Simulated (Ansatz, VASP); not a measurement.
**CaMg: VASP beside Ansatz**

The input INCAR:

```
PREC = Accurate ; ENCUT = 520
EDIFF = 1E-7 ; ISMEAR = 0
SIGMA = 0.15 ; LREAL = False
LASPH = True ; NELM = 100
ALGO = Fast ; ISIF = 2
LWAVE = False ; LCHARG = False
GGA = CA ; NBANDS = 13
```

Contents of KPOINTS:

```
Automatic mesh
0
Gamma
  14 14 14
```

Contents of POSCAR:

```
CaMg
1.0
    3.7478465418      0.0000000000      0.0000000000
    0.0000000000      3.7478465418      0.0000000000
    0.0000000000      0.0000000000      4.3070252458
Ca Mg
1 1
Direct
    0.0000000000      0.0000000000      0.0000000000
    0.5000000000      0.5000000000      0.5000000000
```

Input for Ansatz:

```yaml
crystal:
  lattice:
    - [3.7478465418, 0.0, 0.0]
    - [0.0, 3.7478465418, 0.0]
    - [0.0, 0.0, 4.3070252458]
  atoms:
    - { symbol: Ca, position: [0.0, 0.0, 0.0] }
    - { symbol: Mg, position: [0.5, 0.5, 0.5] }
basis:
  ecutwfc: 520.0
kpoints:
  mp_grid: { grid: [14, 14, 14] }
hamiltonian:
  xc: lda
scf:
  occupations: { method: gaussian, width: 0.15 }
output:
  forces: true
  stress: true
  eigenvalues: true
```

Alike in both runs: task single point; functional LDA; k mesh 14 × 14 × 14; occupations gaussian, width 0.15 eV; no spin polarisation.

|  | VASP | Ansatz |
| --- | --- | --- |
| version | VASP 6.6.1 | Ansatz 0.2.0 |
| potentials or method | VASP PAW LDA potentials, release 64 (Ca_sv, Mg), cutoff 520 eV | scalar-relativistic, plane waves, PAW |
| valence electrons in the cell | 12 | 20 |

Ansatz gave:

| Quantity | Value |
| --- | --- |
| gap on the k mesh at the Fermi level (eV) | none |
| pressure (GPa) | -1.3 |
| traceless stress, the component that is largest in VASP (GPa) | -0.65 |

Problem. Estimate VASP's values.

Solution. gap on the k mesh at the Fermi level (eV): none; pressure (GPa): -1.5; traceless stress, the component that is largest in VASP (GPa): -0.67.

LDA's correlation is that of Perdew and Zunger in VASP and of Perdew and Wang (1992) in Ansatz. A gap of «none» marks a metal or a gap that the smearing closes. VASP's potentials hold 12 valence electrons a cell and Ansatz's 20, so a difference there can come from the potentials and not from the codes.
